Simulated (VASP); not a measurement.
Crystal: CaSe.

```
CELL_PARAMETERS angstrom
0.00000 3.27956 3.27956
3.27956 0.00000 3.27956
3.27956 3.27956 0.00000
ATOMIC_POSITIONS crystal
Ca 0.00000 0.00000 0.00000
Se 0.25000 0.25000 0.25000
```

Base run:

| Quantity | Value |
| --- | --- |
| Program | VASP 6.6.1 |
| Functional | PBE |
| Potentials or basis | VASP PAW PBE potentials, release 64 (Ca_sv, Se) |
| Cutoff | 520 eV |
| k mesh | 6 × 6 × 6 |
| Occupations | gaussian, width 0.01 eV |
| Spin | no spin polarisation |

Its results: band gap on the k mesh 3.21 eV (least direct gap 3.30 eV); pressure 0.6 GPa.

Question: The run is repeated on the same cell with these changes: functional from PBE to LDA; potentials or basis from VASP PAW PBE potentials, release 64 (Ca_sv, Se) to VASP PAW LDA potentials, release 64 (Ca_sv, Se). What comes out?

Answer: Band gap on the k mesh 2.95 eV (least direct gap 3.05 eV); pressure -2.0 GPa.

A k mesh can miss the band edges.
